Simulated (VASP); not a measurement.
# In (R-3m) in VASP: further runs, part 2 of 2

VASP 6.6.1.

## (3) Electric field gradients, PBE (26.95 Å³/atom)

This run uses another cell than the first one, of 26.95 Å³/atom.

The input, INCAR:

```
PREC = Accurate ; ENCUT = 520
EDIFF = 1E-8 ; ISMEAR = -1
SIGMA = 0.05 ; LREAL = F
LASPH = T ; NELM = 60
ALGO = Normal ; ISIF = 2
LWAVE = F ; LCHARG = F
GGA = PE ; LEFG = T
NBANDS = 26
```

The input, KPOINTS:

```
regular mesh
0
Gamma
  14 14 14
```

The input, POSCAR:

```
In
1.0
    1.6806943363      0.9703493275      8.2618188953
   -1.6806943363      0.9703493275      8.2618188953
    0.0000000000     -1.9406986550      8.2618188953
In
3
Direct
    0.0000000000      0.0000000000      0.0000000000
    0.7780122400      0.7780122400      0.7780122400
    0.2219877600      0.2219877600      0.2219877600
```

Potentials or basis: VASP PAW PBE potentials, release 64 (In_d).

The run is started by

```bash
$ cat potpaw_PBE.64/In_d/POTCAR > POTCAR
$ mpirun -np 1 vasp_std > vasp.out
```

OUTCAR:

```text
PREC = Accurate
   ENCUT = 520
   EDIFF = 1E-8
   ISMEAR = -1
   LREAL = F
   LASPH = T
   NELM = 60
   ISIF = 2
   GGA = PE

 ion  position               nearest neighbor table
   1  0.000  0.000  0.000-   2 3.37   2 3.37   3 3.37   3 3.37   2 3.37   3 3.37
   2  0.778  0.778  0.778-   3 3.36   3 3.36   3 3.36   1 3.37   1 3.37   1 3.37
   3  0.222  0.222  0.222-   2 3.36   2 3.36   2 3.36   1 3.37   1 3.37   1 3.37

  LATTYP: Found a trigonal (rhomboedric) cell.
 ALAT       =     8.4866932741
 COS(alpha) =     0.9215612875

  Lattice vectors:

[... 915 lines left out ...]
  energy  without entropy=       -7.6519335611  energy(sigma->0) =       -7.65844139

 Electric field gradients (V/A^2)
---------------------------------------------------------------------
 ion       V_xx      V_yy      V_zz      V_xy      V_xz      V_yz
---------------------------------------------------------------------
   1      -1.265    -1.265     2.529     0.000     0.000     0.000
   2       2.225     2.225    -4.451     0.000    -0.000     0.000
   3       2.225     2.225    -4.451     0.000    -0.000     0.000
---------------------------------------------------------------------

 Electric field gradients after diagonalization (V/A^2)
 (convention: |V_zz| > |V_xx| > |V_yy|)
----------------------------------------------------------------------
 ion       V_xx      V_yy      V_zz     asymmetry (V_yy - V_xx)/ V_zz
----------------------------------------------------------------------
   1      -1.265    -1.265     2.529       0.000
   2       2.225     2.225    -4.451       0.000
   3       2.225     2.225    -4.451       0.000
----------------------------------------------------------------------

           NMR quadrupolar parameters

 Cq : quadrupolar parameter    Cq=e*Q*V_zz/h
 eta: asymmetry parameters     (V_yy - V_xx)/ V_zz
 Q  : nuclear electric quadrupole moment in mb (millibarn)
----------------------------------------------------------------------
 ion       Cq(MHz)       eta       Q (mb)
----------------------------------------------------------------------
   1       0.006       0.000       1.000
   2      -0.011       0.000       1.000
   3      -0.011       0.000       1.000
----------------------------------------------------------------------
```

OSZICAR:

```text
N       E                     dE             d eps       ncg     rms          rms(c)
DAV:   1     0.347864585353E+03    0.34786E+03   -0.18853E+04 14976   0.203E+03
DAV:   2     0.221917149243E+02   -0.32567E+03   -0.32149E+03 14990   0.441E+02
DAV:   3    -0.669700365634E+01   -0.28889E+02   -0.28623E+02 17952   0.158E+02
DAV:   4    -0.768787146613E+01   -0.99087E+00   -0.98951E+00 18200   0.324E+01
DAV:   5    -0.774133714804E+01   -0.53466E-01   -0.53462E-01 23850   0.570E+00    0.377E+00
DAV:   6    -0.767793524911E+01    0.63402E-01   -0.12999E-01 19392   0.523E+00    0.183E+00
DAV:   7    -0.766563149251E+01    0.12304E-01   -0.42048E-02 20124   0.271E+00    0.384E-01
DAV:   8    -0.766490805993E+01    0.72343E-03   -0.31963E-03 17572   0.740E-01    0.430E-02
DAV:   9    -0.766494310716E+01   -0.35047E-04   -0.12211E-04 24004   0.882E-02    0.191E-02
DAV:  10    -0.766494833992E+01   -0.52328E-05   -0.13237E-05 19536   0.463E-02    0.622E-03
DAV:  11    -0.766494937207E+01   -0.10321E-05   -0.12724E-06 18480   0.135E-02    0.134E-03
DAV:  12    -0.766494929860E+01    0.73465E-07   -0.72650E-08 19618   0.224E-03    0.782E-04
DAV:  13    -0.766494920543E+01    0.93179E-07   -0.29696E-09  8942   0.933E-04    0.773E-05
DAV:  14    -0.766494922203E+01   -0.16607E-07   -0.11536E-09  8548   0.538E-04    0.694E-05
DAV:  15    -0.766494922235E+01   -0.31469E-09   -0.50651E-10  8424   0.367E-04
   1 F= -.76649492E+01 E0= -.76584414E+01  d E =-.130157E-01
```

stdout:

```text
POSCAR found type information on POSCAR In
 POSCAR found :  1 types and       3 ions
 scaLAPACK will be used
 LDA part: xc-table for (Slater+PW92), standard interpolation
 POSCAR, INCAR and KPOINTS ok, starting setup
 FFT: planning ... GRIDC
 FFT: planning ... GRID_SOFT
 FFT: planning ... GRID
 WAVECAR not read
 entering main loop
ion   1

ion   2

ion   3
```

It took 75 min on 1 thread of Oxide Virtual Turin-like, shared host; peak memory 0.77 GiB.

Results:

| Quantity | Value |
| --- | --- |
| Free energy | -7.6649 eV |
| Pressure | 0.9 GPa |
| Largest force | 0.011 eV/Å |
| Band gap on the k mesh | zero (an odd number of electrons rules out a gap without spin polarisation) |
| Largest electric field gradient by atom | In +2.5, -4.5 (each value once) V/Å² |

Forces in eV/Å, atoms in the order of the input:
```
In   0.000  0.000  0.000
In   0.000  0.000 -0.011
In   0.000  0.000  0.011
```

Stress tensor (GPa, compression positive):
```
0.78 0.00 0.00
0.00 0.78 0.00
0.00 0.00 1.01
```

Electric field gradients, principal values (V/Å²):
| atom | least | middle | greatest (by size) |
| --- | --- | --- | --- |
| 1 In | -1.265 | -1.265 | 2.529 |
| 2 In | 2.225 | 2.225 | -4.451 |
| 3 In | 2.225 | 2.225 | -4.451 |

Caveat: without QUAD_EFG the Cq values of the log hold for a quadrupole moment of 1 mb, not for the nuclei; spin-orbit coupling is left out, which moves the levels of the heavy elements.

## (4) Electric field gradients, PBE (equal xx and yy strain of +2 %)

The input, INCAR:

```
SYSTEM = In
PREC = Accurate
ENCUT = 520
EDIFF = 1E-8
ISMEAR = -1
SIGMA = 0.05
LREAL = .False.
LASPH = .True.
NELM = 80
ALGO = Normal
ISIF = 2
LWAVE = .False.
LCHARG = .False.
GGA = PE
LEFG = .True.
NBANDS = 26
```

The input, KPOINTS:

```
regular mesh
0
Gamma
  14 14 14
  0 0 0
```

The input, POSCAR:

```
In
1.0
    1.7030295529      0.9832445708      8.2074632500
   -1.7030295529      0.9832445708      8.2074632500
    0.0000000000     -1.9664891416      8.2074632500
In
3
Direct
    0.0000000000      0.0000000000      0.0000000000
    0.7780122400      0.7780122400      0.7780122400
    0.2219877600      0.2219877600      0.2219877600
```

Potentials or basis: VASP PAW PBE potentials, release 64 (In_d).

The run is started by

```bash
$ cat potpaw_PBE.64/In_d/POTCAR > POTCAR
$ mpirun -np 1 vasp_std > vasp.out
```

OUTCAR:

```text
SYSTEM = In
   PREC = Accurate
   ENCUT = 520
   EDIFF = 1E-8
   ISMEAR = -1
   LREAL = .False.
   LASPH = .True.
   NELM = 80
   ISIF = 2
   GGA = PE

 ion  position               nearest neighbor table
   1  0.000  0.000  0.000-   2 3.37   3 3.37   2 3.37   2 3.37   3 3.37   3 3.37
   2  0.778  0.778  0.778-   3 3.36   3 3.36   3 3.36   1 3.37   1 3.37   1 3.37
   3  0.222  0.222  0.222-   2 3.36   2 3.36   2 3.36   1 3.37   1 3.37   1 3.37

  LATTYP: Found a trigonal (rhomboedric) cell.
 ALAT       =     8.4397590335
 COS(alpha) =     0.9185644057

  Lattice vectors:

 A1 = (   1.7030295529,   0.9832445708,   8.2074632500)
 A2 = (  -1.7030295529,   0.9832445708,   8.2074632500)
 A3 = (   0.0000000000,  -1.9664891416,   8.2074632500)

Analysis of symmetry for initial positions (statically):
=====================================================================
 Subroutine PRICEL returns:
 Original cell was already a primitive cell.

[... 892 lines left out ...]
     0.000000000 -1.966489142  8.207463250     0.000000000 -0.339013653  0.040613442

 POSITION                                       TOTAL-FORCE (eV/Angst)
 -----------------------------------------------------------------------------------
      0.00000      0.00000      0.00000         0.000000     -0.000000     -0.000000
      0.00000      0.00000     19.15652         0.000000      0.000000     -0.003085
      0.00000      0.00000      5.46587         0.000000     -0.000000      0.003085
 -----------------------------------------------------------------------------------
    total drift:                                0.000000      0.000000     -0.000000

  FREE ENERGIE OF THE ION-ELECTRON SYSTEM (eV)
  ---------------------------------------------------
  free  energy   TOTEN  =        -7.6685587442 eV

  energy  without entropy=       -7.6556270969  energy(sigma->0) =       -7.66209292

 Electric field gradients (V/A^2)
---------------------------------------------------------------------
 ion       V_xx      V_yy      V_zz      V_xy      V_xz      V_yz
---------------------------------------------------------------------
   1       1.543     1.543    -3.086     0.000     0.000    -0.000
   2       5.220     5.220   -10.441     0.000     0.000     0.000
   3       5.220     5.220   -10.441     0.000    -0.000     0.000
---------------------------------------------------------------------

 Electric field gradients after diagonalization (V/A^2)
 (convention: |V_zz| > |V_xx| > |V_yy|)
----------------------------------------------------------------------
 ion       V_xx      V_yy      V_zz     asymmetry (V_yy - V_xx)/ V_zz
----------------------------------------------------------------------
   1       1.543     1.543    -3.086       0.000
   2       5.220     5.220   -10.441       0.000
   3       5.220     5.220   -10.441       0.000
----------------------------------------------------------------------

           NMR quadrupolar parameters

 Cq : quadrupolar parameter    Cq=e*Q*V_zz/h
 eta: asymmetry parameters     (V_yy - V_xx)/ V_zz
 Q  : nuclear electric quadrupole moment in mb (millibarn)
----------------------------------------------------------------------
 ion       Cq(MHz)       eta       Q (mb)
----------------------------------------------------------------------
   1      -0.007       0.000       1.000
   2      -0.025       0.000       1.000
   3      -0.025       0.000       1.000
----------------------------------------------------------------------
```

OSZICAR:

```text
N       E                     dE             d eps       ncg     rms          rms(c)
DAV:   1     0.347616247228E+03    0.34762E+03   -0.18843E+04 14978   0.201E+03
DAV:   2     0.225386707165E+02   -0.32508E+03   -0.32101E+03 14988   0.441E+02
DAV:   3    -0.666481736114E+01   -0.29203E+02   -0.28918E+02 17946   0.158E+02
DAV:   4    -0.768461045274E+01   -0.10198E+01   -0.10182E+01 17992   0.329E+01
DAV:   5    -0.774092975906E+01   -0.56319E-01   -0.56314E-01 23894   0.587E+00    0.362E+00
DAV:   6    -0.768071948927E+01    0.60210E-01   -0.12617E-01 19436   0.508E+00    0.176E+00
DAV:   7    -0.766917654472E+01    0.11543E-01   -0.40177E-02 20082   0.261E+00    0.378E-01
DAV:   8    -0.766851613171E+01    0.66041E-03   -0.29699E-03 17628   0.710E-01    0.441E-02
DAV:   9    -0.766855219046E+01   -0.36059E-04   -0.11504E-04 23612   0.931E-02    0.187E-02
DAV:  10    -0.766855770229E+01   -0.55118E-05   -0.14917E-05 19282   0.526E-02    0.689E-03
DAV:  11    -0.766855884775E+01   -0.11455E-05   -0.15898E-06 18402   0.169E-02    0.141E-03
DAV:  12    -0.766855883471E+01    0.13038E-07   -0.98218E-08 20550   0.283E-03    0.975E-04
DAV:  13    -0.766855872850E+01    0.10621E-06   -0.41467E-09  8948   0.113E-03    0.117E-04
DAV:  14    -0.766855874327E+01   -0.14775E-07   -0.19237E-09  8566   0.692E-04    0.562E-05
DAV:  15    -0.766855874425E+01   -0.97316E-09   -0.71995E-10  8418   0.469E-04
   1 F= -.76685587E+01 E0= -.76620929E+01  d E =-.129316E-01
```

stdout:

```text
POSCAR found type information on POSCAR In
 POSCAR found :  1 types and       3 ions
 scaLAPACK will be used
 LDA part: xc-table for (Slater+PW92), standard interpolation
 POSCAR, INCAR and KPOINTS ok, starting setup
 FFT: planning ... GRIDC
 FFT: planning ... GRID_SOFT
 FFT: planning ... GRID
 WAVECAR not read
 entering main loop
ion   1

ion   2

ion   3
```

It took 79 min on 1 thread of Oxide Virtual Turin-like, shared host; peak memory 0.79 GiB.

What came out:

```
Free energy                             : -7.6686 eV
Pressure                                : 0.1 GPa
Largest force                           : 0.003 eV/Å
Band gap on the k mesh                  : zero (an odd number of electrons rules out a gap without spin polarisation)
Largest electric field gradient by atom : In -3.1, -10.4 (each value once) V/Å²
```

Forces on the atoms (eV/Å):
```
In   0.000  0.000  0.000
In   0.000  0.000 -0.003
In   0.000  0.000  0.003
```

Stress tensor (GPa, compression positive):
```
-0.01  0.00  0.00
 0.00 -0.01  0.00
 0.00  0.00  0.45
```

Levels at points of the mesh, in eV from the Fermi level:
```tsv
k point	band 17	band 18	band 19	band 20	band 21	band 22
(0.00, 0.00, 0.00)	-6.80	-6.77	0.69	0.71	8.22	8.22
(0.50, 0.00, 0.00)	-4.12	-3.06	-2.62	-1.05	-1.00	3.29
(0.50, 0.50, 0.00)	-4.24	-3.47	-2.90	-0.32	-0.30	1.96
(0.50, 0.50, 0.50)	-8.61	-4.14	-3.13	5.95	6.00	7.80
```

Electric field gradients, principal values (V/Å²):
```tsv
atom	least	middle	greatest (by size)
1 In	1.543	1.543	-3.086
2 In	5.220	5.220	-10.441
3 In	5.220	5.220	-10.441
```

Caveat: the cell differs from its parent crystal (equal xx and yy strain of +2 %); without QUAD_EFG the Cq values of the log hold for a quadrupole moment of 1 mb, not for the nuclei; spin-orbit coupling is left out, which moves the levels of the heavy elements.

## (5) Summary

```csv
cell,gap on the mesh (eV),pressure (GPa),largest force (eV/Å)
"a = 8.426 Å, angles 22.6°, 3 atoms",none,2.6,0.02
"a = 8.487 Å, angles 22.8°, 3 atoms",none,0.9,0.01
"a = 8.440 Å, angles 23.3°, 3 atoms",none,0.1,-
```

Alike in all rows: task electric field gradients; level PBE; potentials or basis VASP PAW PBE potentials, release 64 (In_d); no spin polarisation; k mesh 14 × 14 × 14; cutoff (eV) 520; smearing fermi-dirac 0.05 eV.

Caveats: spin-orbit coupling is left out, which moves the levels of the heavy elements.

Absolute energies hang on the potentials; compare differences alone.
